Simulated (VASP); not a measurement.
SrTiO3, 5 atoms in the cell. Symmetry: P4mm, No. 99, tetragonal system. The conventional cell has a = 3.936 Å, b = 3.936 Å, c = 3.936 Å, α = 90.00°, β = 90.00°, γ = 90.00°. Sr (site symmetry 4mm) has 12 O at 2.78 Å and 8 Ti at 3.28 to 3.55 Å within 3.7 Å. Ti (site symmetry 4mm) has 6 O at 1.73 to 2.21 Å within 2.3 Å. Within 2.3 Å of O (site symmetry 4mm) lie 2 Ti at 1.73 to 2.21 Å. O (site symmetry 2mm) has 2 Ti at 1.98 Å within 2.6 Å.  This cell differs from its parent crystal: atom 2 (Ti) moved +0.240 Å along Cartesian [1 0 0].

| Item | Value |
| --- | --- |
| Program | VASP 6.6.1 |
| Task | single point |
| Functional | PBE |
| Potentials or basis | VASP PAW PBE potentials, release 64 (Sr_sv, Ti_sv, O) |
| Cutoff | 520 eV |
| k mesh | 8 × 8 × 8 |
| Occupations | gaussian, width 0.05 eV |
| Spin | no spin polarisation |
| Dipole correction | no |
| Further INCAR settings | ALGO = Normal; EDIFF = 1e-07; NBANDS = 28 |

Potentials or basis: VASP PAW PBE potentials, release 64 (Sr_sv, Ti_sv, O).

Command:

```sh
$ cat potpaw_PBE.64/Sr_sv/POTCAR potpaw_PBE.64/Ti_sv/POTCAR potpaw_PBE.64/O/POTCAR > POTCAR
$ mpirun -np 1 vasp_std > vasp.out
```

Hardware: 1 thread of Intel(R) Xeon(R) Platinum 8375C CPU @ 2.90GHz (Ice Lake), with other jobs on the host.

Task: Estimate the wall time of this run.

Result: Run time: 110 s on 1 thread of Intel(R) Xeon(R) Platinum 8375C CPU @ 2.90GHz (Ice Lake), with other jobs on the host, peak memory 0.26 GiB. Counts: scf iterations 17, k points 75.
